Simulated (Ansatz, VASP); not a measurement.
# BeTe in VASP and in Ansatz

```xyz
2
Lattice="0.0000 2.8025 2.8025 2.8025 0.0000 2.8025 2.8025 2.8025 0.0000" Properties=species:S:1:pos:R:3 pbc="T T T"
Be    0.0000    0.0000    0.0000
Te    1.4013    1.4013    1.4013
```

Alike in both runs: functional PBEsol; k mesh 8 × 8 × 8; occupations gaussian, width 0.02 eV; no spin polarisation.

Ansatz relaxed the structure, and its values are those at the end. VASP's run is a single point on that final structure, the one shown.

|  | VASP | Ansatz |
| --- | --- | --- |
| version | VASP 6.6.1 | Ansatz 0.2.0 |
| potentials or method | VASP PAW PBE potentials, release 64 (Be, Te), cutoff 600 eV | scalar-relativistic, plane waves, PAW |
| valence electrons in the cell | 8 | 18 |

|  | VASP | Ansatz | Ansatz less VASP |
| --- | --- | --- | --- |
| gap on the k mesh at the Fermi level (eV) | 1.82 | 1.84 | +0.018 |
| least direct gap on the mesh (eV) | 3.59 | 3.61 | +0.021 |
| pressure (GPa) | 0.2 | 0.0 | -0.25 |

VASP's potentials were made for PBE, not for PBEsol, and Ansatz warns of the same on its side. VASP's potentials hold 8 valence electrons a cell and Ansatz's 18, so a difference there can come from the potentials and not from the codes.

Spin-orbit coupling is off throughout.
